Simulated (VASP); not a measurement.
# LiAgC2 (P-6m2) in VASP: notebook

Runs on LiAgC2. Level: PBE. Tasks: single point.

Everything below comes from runs of VASP 6.6.1. Logs are shortened: lines on timing, memory, paths and dates and some standing lists are left out, and cuts for length are marked.

## (1) The cell of the first run

It takes space group P-6m2 (No. 187, hexagonal). Conventional cell: a = 3.906 Å, b = 3.906 Å, c = 5.365 Å, α = 90.00°, β = 90.00°, γ = 120.00°. Within 3.2 Å of Li (site symmetry -6m2) lie 6 C at 2.41 Å. Ag (site symmetry -6m2) has 2 C at 1.84 Å within 2.4 Å. C (site symmetry 3m) has 1 C at 1.68 Å and 1 Ag at 1.84 Å within 2.2 Å.

## (2) Single point, PBE (strained and its atoms moved)

File INCAR:

```
SYSTEM = LiAgC2
ALGO = Normal ; EDIFF = 1E-6
ENCUT = 520 ; GGA = PE
ISIF = 2 ; ISMEAR = 0
LASPH = .True. ; LCHARG = .False.
LREAL = .False. ; LWAVE = .False.
NBANDS = 19 ; NELM = 60
PREC = Accurate ; SIGMA = 0.02
```

File KPOINTS:

```
k-points
0
Gamma
  9 9 6
  0 0 0
```

File POSCAR:

```
LiAgC2
1.0
    3.9061446398      0.0000000000      0.0000000000
   -1.9530723199      3.3828204888      0.0000000000
    0.0000000000      0.0000000000      5.3652360728
Li Ag C
1 1 2
Direct
    0.0000000000      0.0000000000      0.5000000000
    0.6666666700      0.3333333300      0.0000000000
    0.6666666700      0.3333333300      0.6562324168
    0.6666666700      0.3333333300      0.3437675832
```

Potentials or basis: VASP PAW PBE potentials, release 64 (Li_sv, Ag, C).

Launch:

```
$ cat potpaw_PBE.64/Li_sv/POTCAR potpaw_PBE.64/Ag/POTCAR potpaw_PBE.64/C/POTCAR > POTCAR
$ mpirun -np 1 vasp_std > vasp.out
```

OUTCAR:

```text
SYSTEM = LiAgC2
   EDIFF = 1E-6
   ENCUT = 520
   GGA = PE
   ISIF = 2
   ISMEAR = 0
   LASPH = .True.
   LREAL = .False.
   NELM = 60
   PREC = Accurate

 ion  position               nearest neighbor table
   1  0.000  0.000  0.500-
   2  0.667  0.333  0.000-   3 1.84   4 1.84
   3  0.667  0.333  0.656-   4 1.68   2 1.84
   4  0.667  0.333  0.344-   3 1.68   2 1.84

  LATTYP: Found a hexagonal cell.
 ALAT       =     3.9061446398
 C/A-ratio  =     1.3735374820

  Lattice vectors:

 A1 = (   3.9061446398,   0.0000000000,   0.0000000000)
 A2 = (  -1.9530723199,   3.3828204888,   0.0000000000)
 A3 = (   0.0000000000,   0.0000000000,   5.3652360728)

Analysis of symmetry for initial positions (statically):
=====================================================================
 Subroutine PRICEL returns:
 Original cell was already a primitive cell.

 Routine SETGRP: Setting up the symmetry group for a
 hexagonal supercell.

 Subroutine GETGRP returns: Found 12 space group operations
 (whereof 12 operations were pure point group operations)
 out of a pool of 24 trial point group operations.

The static configuration has the point symmetry D_3h.

Analysis of symmetry for dynamics (positions and initial velocities):
=====================================================================
 Subroutine PRICEL returns:
 Original cell was already a primitive cell.

 Routine SETGRP: Setting up the symmetry group for a
 hexagonal supercell.

 Subroutine GETGRP returns: Found 12 space group operations
 (whereof 12 operations were pure point group operations)
 out of a pool of 24 trial point group operations.

The dynamic configuration has the point symmetry D_3h.

 Subroutine INISYM returns: Found 12 space group operations
 (whereof 12 operations are pure point group operations),
 and found     1 'primitive' translations

----------------------------------------------------------------------------------------

                                     Primitive cell

  volume of cell :      70.8951

  direct lattice vectors                    reciprocal lattice vectors
     3.906144640  0.000000000  0.000000000     0.256006905  0.147805656  0.000000000
    -1.953072320  3.382820489  0.000000000     0.000000000  0.295611311  0.000000000
     0.000000000  0.000000000  5.365236073     0.000000000  0.000000000  0.186385088

  length of vectors
     3.906144640  3.906144640  5.365236073     0.295611311  0.295611311  0.186385088

  position of ions in fractional coordinates (direct lattice)
     0.000000000  0.000000000  0.500000000
     0.666666670  0.333333330  0.000000000
     0.666666670  0.333333330  0.656232417
     0.666666670  0.333333330  0.343767583

  ion indices of the primitive-cell ions
   primitive index   ion index
                 1           1
                 2           2
                 3           3
                 4           4

----------------------------------------------------------------------------------------

 KPOINTS: k-points

Automatic generation of k-mesh.
 Grid dimensions read from file:
 generate k-points for:    9    9    6

 Generating k-lattice:

  Cartesian coordinates                     Fractional coordinates (reciprocal lattice)
     0.028445212  0.016422851  0.000000000     0.111111111 -0.000000000  0.000000000
     0.000000000  0.032845701  0.000000000     0.000000000  0.111111111  0.000000000
     0.000000000  0.000000000  0.031064181     0.000000000  0.000000000  0.166666667

  Length of vectors
     0.032845701  0.032845701  0.031064181

  Shift w.r.t. Gamma in fractional coordinates (k-lattice)
     0.000000000  0.000000000  0.000000000

 Subroutine IBZKPT returns following result:
 ===========================================

 Found     48 irreducible k-points:

 Following reciprocal coordinates:
            Coordinates               Weight
  0.000000  0.000000  0.000000      1.000000
  0.111111 -0.000000  0.000000      6.000000
  0.222222  0.000000  0.000000      6.000000
  0.333333  0.000000  0.000000      6.000000
  0.444444  0.000000  0.000000      6.000000
  0.111111  0.111111  0.000000      6.000000
[... 16 lines left out ...]
  0.333333  0.222222  0.166667     24.000000
  0.333333  0.333333  0.166667      4.000000
 [... further k-points ...]
   k-points           NKPTS =     48   k-points in BZ     NKDIM =     48   number of bands    NBANDS=     19
   number of dos      NEDOS =    301   number of ions     NIONS =      4
   total plane-waves  NPLWV =  36000
   dimension x,y,z NGX =    30 NGY =   30 NGZ =   40
   dimension x,y,z NGXF=    60 NGYF=   60 NGZF=   80
   ions per type =               1   1   2
   NGX,Y,Z   is equivalent  to a cutoff of  12.77, 12.77, 12.39 a.u.
   NGXF,Y,Z  is equivalent  to a cutoff of  25.54, 25.54, 24.79 a.u.
 SYSTEM =  LiAgC2
   PREC   = accura    normal or accurate (medium, high low for compatibility)
   ISTART =      0    job   : 0-new  1-cont  2-samecut
   ICHARG =      2    charge: 1-file 2-atom 10-const
   ISPIN  =      1    spin polarized calculation?
   LNONCOLLINEAR =      F non collinear calculations
   LSORBIT =      F    spin-orbit coupling
   LASPH  =      T    aspherical Exc in radial PAW
   ENCUT  =  520.0 eV  38.22 Ry    6.18 a.u.   7.26  7.26  9.98*2*pi/ulx,y,z
   NELM   =     60;   NELMIN=  2; NELMDL= -5     # of ELM steps
   EDIFF  = 0.1E-05   stopping-criterion for ELM
   LREAL  =      F    real-space projection
   EDIFFG = 0.1E-04   stopping-criterion for IOM
   NSW    =      0    number of steps for IOM
   IBRION =     -1    ionic relax: 0-MD 1-quasi-New 2-CG
   NFREE  =      0    steps in history (QN), initial steepest desc. (CG)
   ISIF   =      2    stress and relaxation
   ISYM   =      2    0-nonsym 1-usesym 2-fastsym
   POTIM  = 0.5000    time-step for ionic-motion
   TEBEG  =    0.0;   TEEND  =   0.0 temperature during run
   PSTRESS=    0.0 pullay stress
   NELECT =      22.0000    total number of electrons
   NUPDOWN=      -1.0000    fix difference up-down
   EMIN   =  10.00;   EMAX   =-10.00  energy-range for DOS
   EFERMI =   0.00;   METHOD = LEGACY
   ISMEAR =     0;   SIGMA  =   0.02  broadening in eV -4-tet -1-fermi 0-gaus
   EFERMI_NEDOS =   21; number of points for ismear=-14 and -15
   IALGO  =     38    algorithm
   IMIX   =      4    mixing-type and parameters
     AMIX     =   0.40;   BMIX     =  1.00
     AMIX_MAG =   1.60;   BMIX_MAG =  1.00
  volume/ion in A,a.u.               =      17.72       119.61
  Fermi-wavevector in a.u.,A,eV,Ry     =   1.108350  2.094478 16.713945  1.228440
  Thomas-Fermi vector in A             =   2.244876
   LORBIT       =      0    0 simple, 1 ext, 2 COOP (PROOUT), +10 PAW based schemes
   GGA     = PE    functional components
   LHFCALC =     F    Hartree Fock is set to
   AEXX    =    0.0000 exact exchange contribution
   IVDW    =     0    specifies the selected vdW correction
   LEPSILON=     F    determine dielectric tensor
   LRPA    =     F    only Hartree local field effects (RPA)
 non-spin polarized calculation
 Gauss-broadening in eV      SIGMA  =   0.02
  energy-cutoff  :      520.00
  volume of cell :       70.90
 maximum number of plane-waves:      1933
 NGX is ok and might be reduce to    30
   NGX = 15   NGY = 15   NGZ = 19

 number of electron      21.9999995 magnetization

 Free energy of the ion-electron system (eV)
  ---------------------------------------------------
  ext. energy  EPLUGINS =         0.00000000
  ---------------------------------------------------
  free energy    TOTEN  =       -17.76818695 eV

  energy without entropy =      -17.76791118  energy(sigma->0) =      -17.76804906

 E-fermi :   1.3961     XC(G=0):  -8.5419

 val. band max:        1.3781278772   @ k =   0.1111  -0.0000   0.5000
 cond. band min:       1.3971932971   @ k =   0.1111   0.1111   0.5000
 fundamental gap:      0.0190654199
 Fermi energy:         1.3961010506

 k-point     1 :       0.0000    0.0000    0.0000
  band No.  band energies     occupation
      1     -43.5164      2.00000
      2     -10.6617      2.00000
      3      -5.5735      2.00000
      4      -5.4777      2.00000
      5      -3.5293      2.00000
      6      -3.5293      2.00000
[... 11 lines left out ...]
     18      10.5804      0.00000
     19      10.5804      0.00000

 k-point     2 :       0.1111   -0.0000    0.0000
  band No.  band energies     occupation
      1     -43.5163      2.00000
      2     -10.6374      2.00000
      3      -5.5692      2.00000
      4      -5.4378      2.00000
      5      -3.5547      2.00000
      6      -3.5357      2.00000
[... 11 lines left out ...]
     18      10.3757      0.00000
     19      10.8247      0.00000

 k-point     3 :       0.2222    0.0000    0.0000
  band No.  band energies     occupation
      1     -43.5160      2.00000
      2     -10.5745      2.00000
      3      -5.5577      2.00000
      4      -5.3301      2.00000
      5      -3.6247      2.00000
      6      -3.5520      2.00000
[... 11 lines left out ...]
     18      10.4331      0.00000
     19      11.2399      0.00000

 k-point     4 :       0.3333    0.0000    0.0000
  band No.  band energies     occupation
      1     -43.5157      2.00000
      2     -10.5004      2.00000
      3      -5.5436      2.00000
      4      -5.1926      2.00000
      5      -3.7180      2.00000
      6      -3.5704      2.00000
[... 11 lines left out ...]
     18      10.6516      0.00000
     19      10.8657      0.00000

 k-point     5 :       0.4444    0.0000    0.0000
  band No.  band energies     occupation
      1     -43.5156      2.00000
      2     -10.4506      2.00000
      3      -5.5337      2.00000
      4      -5.0903      2.00000
      5      -3.7907      2.00000
      6      -3.5824      2.00000
[... 11 lines left out ...]
     18      10.7580      0.00000
     19      10.7678      0.00000
[... 334 lines left out ...]
      2     -10.3155      2.00000
      3      -6.6943      2.00000
      4      -3.8891      2.00000
      5      -3.7530      2.00000
      6      -3.6687      2.00000
[... 11 lines left out ...]
     18      10.9502      0.00000
     19      11.9415      0.00000

 k-point    22 :       0.2222    0.2222    0.1667
  band No.  band energies     occupation
      1     -43.5156      2.00000
      2     -10.3457      2.00000
      3      -6.7191      2.00000
      4      -3.8922      2.00000
      5      -3.7260      2.00000
      6      -3.6846      2.00000
[... 11 lines left out ...]
     18      10.6860      0.00000
     19      11.6850      0.00000

 k-point    23 :       0.3333    0.2222    0.1667
  band No.  band energies     occupation
      1     -43.5155      2.00000
      2     -10.3067      2.00000
      3      -6.6878      2.00000
      4      -3.8578      2.00000
      5      -3.7436      2.00000
      6      -3.7083      2.00000
[... 11 lines left out ...]
     18      11.0432      0.00000
     19      12.0041      0.00000

 k-point    24 :       0.3333    0.3333    0.1667
  band No.  band energies     occupation
      1     -43.5154      2.00000
      2     -10.2931      2.00000
      3      -6.6771      2.00000
      4      -3.8009      2.00000
      5      -3.7981      2.00000
      6      -3.7119      2.00000
[... 11 lines left out ...]
     18      11.1749      0.00000
     19      12.0635      0.00000

 [... further k-points ...]
[... 5 lines left out ...]
  --------------------------------------------------------------------------------------
  -------------------------------------------------------------------------------------
  Total       -0.1002905     -0.1002905     -4.9854854      0.0000000     -0.0000000      0.0000000
  in kB       -2.2664930     -2.2664930   -112.6683467      0.0000000     -0.0000000      0.0000000
  external PRESSURE =     -39.0671109 kB  Pullay stress =       0.0000000 kB

 VOLUME and BASIS-vectors are now :
 -----------------------------------------------------------------------------
  energy-cutoff  :      520.00
  volume of cell :       70.90
      direct lattice vectors                 reciprocal lattice vectors
     3.906144640  0.000000000  0.000000000     0.256006905  0.147805656  0.000000000
    -1.953072320  3.382820489  0.000000000     0.000000000  0.295611311  0.000000000
     0.000000000  0.000000000  5.365236073     0.000000000  0.000000000  0.186385088

 POSITION                                       TOTAL-FORCE (eV/Angst)
 -----------------------------------------------------------------------------------
      0.00000      0.00000      2.68262        -0.000000      0.000000      0.000000
      1.95307      1.12761      0.00000         0.000000      0.000000      0.000000
      1.95307      1.12761      3.52084         0.000000     -0.000000    -12.918651
      1.95307      1.12761      1.84439         0.000000      0.000000     12.918651
 -----------------------------------------------------------------------------------
    total drift:                               -0.000026      0.000015     -0.000000

  FREE ENERGIE OF THE ION-ELECTRON SYSTEM (eV)
  ---------------------------------------------------
  free  energy   TOTEN  =       -17.7681869451 eV

  energy  without entropy=      -17.7679111786  energy(sigma->0) =      -17.76804906
```

Wall time 44 s (1 thread of AMD EPYC 7R13 (Zen 3), shared host); peak memory 0.19 GiB.

What came out:

```
Free energy            : -17.7682 eV
Largest force          : 12.919 eV/Å
Band gap on the k mesh : zero (bands 11 and 12 overlap by 0.46 eV)
```

Forces on the atoms (eV/Å):
```
Li    0.000   0.000   0.000
Ag    0.000   0.000   0.000
C     0.000   0.000 -12.919
C     0.000   0.000  12.919
```

Caveat: the cell differs from its parent crystal (strained and its atoms moved); the cutoff is under 1.25 times the usual one of these potentials, so pressure, stress and relaxed cells hold a basis-set (Pulay) error; forces of over 1 eV/Å act on the atoms, so gaps and moduli don't describe the material at rest.

## (3) Single point, PBE (strained and its atoms moved)

File INCAR:

```
SYSTEM = LiAgC2
  ALGO = Normal
  EDIFF = 1E-7
  ENCUT = 520
  GGA = PE
  ISIF = 2
  ISMEAR = 0
  LASPH = .True.
  LCHARG = .False.
  LREAL = .False.
  LWAVE = .False.
  NBANDS = 19
  NELM = 60
  PREC = Accurate
  SIGMA = 0.02
```

KPOINTS is that of step 2.

File POSCAR:

```
LiAgC2
1.0
    3.8813662832      0.0000000000      0.0000000000
   -1.9406831416      3.3613618026      0.0000000000
    0.0000000000      0.0000000000      5.8930300586
Li Ag C
1 1 2
Direct
    0.0000000000      0.0000000000      0.5000000000
    0.6666666700      0.3333333300      0.0000000000
    0.6666666700      0.3333333300      0.6562324168
    0.6666666700      0.3333333300      0.3437675832
```

Potentials or basis: VASP PAW PBE potentials, release 64 (Li_sv, Ag, C).

Launch:

```
$ cat potpaw_PBE.64/Li_sv/POTCAR potpaw_PBE.64/Ag/POTCAR potpaw_PBE.64/C/POTCAR > POTCAR
$ mpirun -np 1 vasp_std > vasp.out
```

Wall time 57 s (1 thread of AMD EPYC 7R13 (Zen 3), shared host); peak memory 0.2 GiB.

It converged, with:

| Item | Value |
| --- | --- |
| Free energy | -16.5982 eV |
| Largest force | 8.826 eV/Å |
| Band gap on the k mesh | zero (bands 11 and 12 overlap by 0.47 eV) |

Forces on the atoms (eV/Å):
```
Li   0.000  0.000  0.000
Ag   0.000  0.000  0.000
C    0.000  0.000 -8.826
C    0.000  0.000  8.826
```

Levels at points of the mesh, in eV from the Fermi level:
```csv
k point,band 8,band 9,band 10,band 11,band 12,band 13,band 14,band 15
"(0.00, 0.00, 0.00)",-3.80,-2.96,-0.48,-0.48,2.99,2.99,5.50,5.96
"(0.00, 0.00, 0.50)",-3.80,-2.27,0.20,0.20,1.47,2.07,2.07,5.69
```

Caveat: the cell differs from its parent crystal (strained and its atoms moved); the cutoff is under 1.25 times the usual one of these potentials, so pressure, stress and relaxed cells hold a basis-set (Pulay) error; forces of over 1 eV/Å act on the atoms, so gaps and moduli don't describe the material at rest.

The gap in the log of VASP goes by the Fermi energy; the results here count the filled bands.